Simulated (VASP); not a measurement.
A run of VASP 6.6.1 is set up as follows.

Contents of INCAR:

```
PREC = Accurate
ENCUT = 520
EDIFF = 1E-6
ISMEAR = 0
SIGMA = 0.15
LREAL = False
LASPH = True
NELM = 80
ALGO = Fast
ISIF = 2
LWAVE = False
LCHARG = True
GGA = PS
LELF = True
LVHAR = True
NBANDS = 8
```

Contents of KPOINTS:

```
Automatic mesh
0
Gamma
  20 20 20
```

The input POSCAR:

```
Al
1.0
    0.0000000000      2.0442198000      2.0239800000
    2.0037402000      0.0000000000      2.0239800000
    2.0037402000      2.0442198000      0.0000000000
Al
1
Direct
    0.0000000000      0.0000000000      0.0000000000
```

Potentials or basis: VASP PAW PBE potentials, release 64 (Al).

Run with:

```console
$ cat potpaw_PBE.64/Al/POTCAR > POTCAR
$ mpirun -np 1 vasp_std > vasp.out
```

Q: Estimate the pressure.

A: -1.8 GPa.

Stress tensor (GPa, compression positive):
```
-1.66  0.00  0.00
 0.00 -2.17  0.00
 0.00  0.00 -1.70
```

Caveat: the cell differs from its parent crystal (strain -0.0100 x Voigt [1, -1, 0, 0, 0, 0]); the PAW data sets were made with another functional, which shifts forces and pressure a little.
